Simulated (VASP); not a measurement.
Input of a VASP 6.6.1 run:

Contents of INCAR:

```
SYSTEM = AlN
PREC     = Accurate       ! precision mode
ENCUT    = 520            ! plane-wave cutoff, eV
EDIFF    = 1E-6           ! SCF threshold, eV
ISMEAR   = -1             ! smearing method
SIGMA    = 0.1            ! smearing width, eV
LREAL    = .False.        ! projectors in reciprocal space
LASPH    = .True.         ! aspherical terms in the spheres
NELM     = 60             ! most SCF steps
ALGO     = Normal         ! electronic algorithm
ISIF     = 2              ! what is computed and relaxed
LWAVE    = .False.        ! write WAVECAR
LCHARG   = .False.        ! write CHGCAR
GGA      = PE             ! functional
NBANDS   = 11             ! bands
```

File KPOINTS:

```
Automatic mesh
0
Gamma
  8 8 8
  0 0 0
```

The input POSCAR:

```
AlN
1.0
    0.0000000000      2.2000000000      2.2000000000
    2.2000000000      0.0000000000      2.2000000000
    2.2000000000      2.2000000000      0.0000000000
Al N
1 1
Direct
    0.0000000000      0.0000000000      0.0000000000
    0.2500000000      0.2500000000      0.2500000000
```

Potentials or basis: VASP PAW PBE potentials, release 64 (Al, N).

Run with:

```console
$ cat potpaw_PBE.64/Al/POTCAR potpaw_PBE.64/N/POTCAR > POTCAR
$ mpirun -np 1 vasp_std > vasp.out
```

Task: What does it give for the pressure?

Result: 0.1 GPa.

Task: Estimate the band gap on the k mesh.

Result: 3.31 eV, indirect (least direct gap 4.00 eV).

A k mesh can miss the band edges. PBE gaps usually lie below the measured ones, often by a third to a half.
